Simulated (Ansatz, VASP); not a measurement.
**PtSe2: VASP beside Ansatz**

```xyz
3
Lattice="3.7240 0.0000 0.0000 -1.8620 3.2251 0.0000 0.0000 0.0000 5.0620" Properties=species:S:1:pos:R:3 pbc="T T T"
Pt    0.0000    0.0000    0.0000
Se    1.8620    1.0750    3.7965
Se    0.0000    2.1501    1.2655
```

Alike in both runs: functional PBEsol; k mesh 6 × 6 × 4; occupations fermi-dirac, width 0.05 eV; non-collinear spin, spin-orbit coupling.

|  | VASP | Ansatz |
| --- | --- | --- |
| version | VASP 6.6.1 | Ansatz 0.2.0 |
| potentials or method | VASP PAW PBE potentials, release 64 (Pt, Se) | Ansatz PAW |
| plane-wave cutoff (eV) | 520 | 420 |
| valence electrons in the cell | 22 | 50 |
| task | single point | band structure |

|  | VASP | Ansatz | Ansatz less VASP |
| --- | --- | --- | --- |
| pressure (GPa) | 2.4 | 2.2 | -0.21 |
| traceless stress, the component that is largest in VASP (GPa) | -0.90 | -0.83 | +0.069 |
| rms of the force components (eV/Å) | 0.176 | 0.159 | -0.0174 |
| net moment per atom (μB) | 0.00 | 0.00 | 0.000 |

VASP's potentials were made for PBE, not for PBEsol. Atom by atom the forces differ by 0.017 eV/Å (rms over components). The functional is the same, so the differences come from potentials, cutoffs and numerics. VASP's potentials hold 22 valence electrons a cell and Ansatz's 50, so a difference there can come from the potentials and not from the codes.
